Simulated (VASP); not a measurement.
Runs of VASP 6.6.1 on Si2Mo. The structure is that of space group I4/mmm (No. 139), or close to it. The cells are those of the table. 

| cell | cutoff (eV) | gap on the mesh (eV) | pressure (GPa) | largest force (eV/Å) |
| --- | --- | --- | --- | --- |
| a = 3.219, b = 3.219, c = 7.584 Å, 6 atoms | 520 | none | 6.1 | 0.01 |
| a = 3.058, b = 3.058, c = 7.974 Å, 6 atoms | 550 | none | 18.2 | 0.02 |
| a = 3.058, b = 3.058, c = 8.030 Å, 6 atoms | 550 | none | (b) | 0.07 |
| a = 3.226, b = 3.226, c = 7.584 Å, 6 atoms | 520 | none | 5.3 | 0.03 |
| a = 3.202, b = 3.202, c = 7.819 Å, 6 atoms | 520 | none | (a) | - |

Alike in all rows: task single point; level r2SCAN; potentials or basis VASP PAW PBE potentials, release 64 (Si, Mo_sv); no spin polarisation; k mesh 12 × 12 × 6; smearing gaussian 0.1 eV.

Estimate the missing entries.

(a) 0.4; (b) 16.2.

Caveats: the PAW data sets were made with another functional, which shifts forces and pressure a little; the cell stands under pressure (at least some runs).

A k mesh can miss the band edges, and the runs leave out spin-orbit coupling on Mo.

A gap of «none» marks levels without a gap at the run's occupations.
